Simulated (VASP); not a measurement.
Write the native input for VASP 6.6.1 that does the following.

```yaml
Task: single point
Functional: revPBE
Potentials_or_basis: VASP PAW PBE potentials, release 64 (Sc_sv)
Cutoff: 520 eV
k_mesh: 12 × 12 × 12
Occupations: fermi-dirac, width 0.1 eV
Spin: no spin polarisation
Dipole_correction: no
Further_INCAR_settings: ALGO = Normal; EDIFF = 1e-06; NBANDS = 12
```

The structure of Sc lies in POSCAR:

```
Sc
1.0
    2.8826908416      0.0000000000      0.0000000000
    0.0000000000      2.8826908416      0.0000000000
    0.0000000000      0.0000000000      2.8826908416
Sc
1
Direct
    0.0000000000      0.0000000000      0.0000000000
```

This cell differs from its parent crystal: volume scaled by 0.88.

The input as run:

INCAR

```
PREC = Accurate ; ENCUT = 520
EDIFF = 1E-6 ; ISMEAR = -1
SIGMA = 0.1 ; LREAL = F
LASPH = T ; NELM = 100
ALGO = Normal ; ISIF = 2
LWAVE = F ; LCHARG = T
GGA = RE ; LELF = T
LVHAR = T ; NBANDS = 12
```

KPOINTS

```
Automatic mesh
0
Gamma
  12 12 12
```

Potentials or basis: VASP PAW PBE potentials, release 64 (Sc_sv).

Run with:

```sh
$ cat potpaw_PBE.64/Sc_sv/POTCAR > POTCAR
$ mpirun -np 1 vasp_std > vasp.out
```

Results of the run:

```yaml
Pressure: 5.2 GPa
```

Caveat: the PAW data sets were made with another functional, which shifts forces and pressure a little.

Run time: 14 s on 1 thread of Intel Xeon 6975P-C, with other jobs on the host, peak memory 0.15 GiB.
